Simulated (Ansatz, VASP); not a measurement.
## Re in VASP and in Ansatz

```xyz
2
Lattice="2.7748 0.0000 0.0000 -1.3874 2.4031 0.0000 0.0000 0.0000 4.4842" Properties=species:S:1:pos:R:3 pbc="T T T"
Re    0.0000    1.5200    0.9996
Re    1.3874    0.8830    3.4847
```

Change from the starting cell: mode 4 frozen in at -0.121 Å and mode 6 at -0.082 Å (largest displacements).

Alike in both runs: task single point; functional PBE; k mesh 18 × 18 × 10; occupations gaussian, width 0.15 eV; no spin polarisation.

```csv
,VASP,Ansatz
version,VASP 6.6.1,Ansatz 0.2.0
potentials or method,"VASP PAW PBE potentials, release 64 (Re), cutoff 520 eV","scalar-relativistic, plane waves, PAW"
valence electrons in the cell,14,30
```

```tsv
	VASP	Ansatz	Ansatz less VASP
gap on the k mesh at the Fermi level (eV)	none	none	-
pressure (GPa)	10.1	10.6	+0.49
traceless stress, the component that is largest in VASP (GPa)	6.03	6.19	+0.163
rms of the force components (eV/Å)	1.576	1.640	+0.0637
```

Atom by atom the forces differ by 0.065 eV/Å (rms over components). A gap of «none» marks a metal or a gap that the smearing closes. VASP's potentials hold 14 valence electrons a cell and Ansatz's 30, so a difference there can come from the potentials and not from the codes.

Neither program's run includes spin-orbit coupling.
